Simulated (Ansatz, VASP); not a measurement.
## TiAl in VASP and in Ansatz

Contents of INCAR:

```
SYSTEM = TiAl
  PREC = Accurate
  ENCUT = 520
  EDIFF = 1E-6
  ISMEAR = 0
  SIGMA = 0.1
  LREAL = .False.
  LASPH = .True.
  NELM = 100
  ALGO = Fast
  ISIF = 2
  LWAVE = .False.
  LCHARG = .False.
  GGA = PE
  IVDW = 12
  NBANDS = 14
```

The input KPOINTS:

```
regular mesh
0
Gamma
  6 6 4
  0 0 0
```

The input POSCAR:

```
TiAl
1.0
    2.8107518100      0.0000000000      0.0000000000
    0.0000000000      2.8107518100      0.0000000000
    0.0000000000      0.0000000000      4.0664219200
Ti Al
1 1
Direct
    0.5000000000      0.5000000000      0.5000000000
    0.0000000000      0.0000000000      0.0000000000
```

Input for Ansatz:

```yaml
crystal:
  lattice:
    - [2.81075181, 0.0, 0.0]
    - [0.0, 2.81075181, 0.0]
    - [0.0, 0.0, 4.06642192]
  atoms:
    - { symbol: Ti, position: [0.5, 0.5, 0.5] }
    - { symbol: Al, position: [0.0, 0.0, 0.0] }
basis:
  ecutwfc: 420
kpoints:
  mp_grid: { grid: [6, 6, 4] }
hamiltonian:
  xc: pbe
  dispersion: d3bj
  pseudopotentials: { kind: paw, azcp: { folder: soft_1 } }
scf:
  occupations: { method: gaussian, width: 0.1 }
output:
  forces: true
  stress: true
  eigenvalues: true
```

Alike in both runs: task single point; functional PBE; dispersion D3(BJ); k mesh 6 × 6 × 4; occupations gaussian, width 0.1 eV; no spin polarisation.

|  | VASP | Ansatz |
| --- | --- | --- |
| version | VASP 6.6.1 | Ansatz 0.2.0 |
| potentials or method | VASP PAW PBE potentials, release 64 (Ti_sv, Al), cutoff 520 eV | scalar-relativistic, plane waves, PAW |
| valence electrons in the cell | 15 | 15 |

|  | VASP | Ansatz | Ansatz less VASP |
| --- | --- | --- | --- |
| gap on the k mesh at the Fermi level (eV) | none | none | - |
| pressure (GPa) | -3.7 | -3.7 | +0.03 |
| traceless stress, the component that is largest in VASP (GPa) | -0.26 | -0.27 | -0.019 |

A gap of «none» marks a metal or a gap that the smearing closes.

The k mesh is coarse, so the values compare programs but aren't converged.
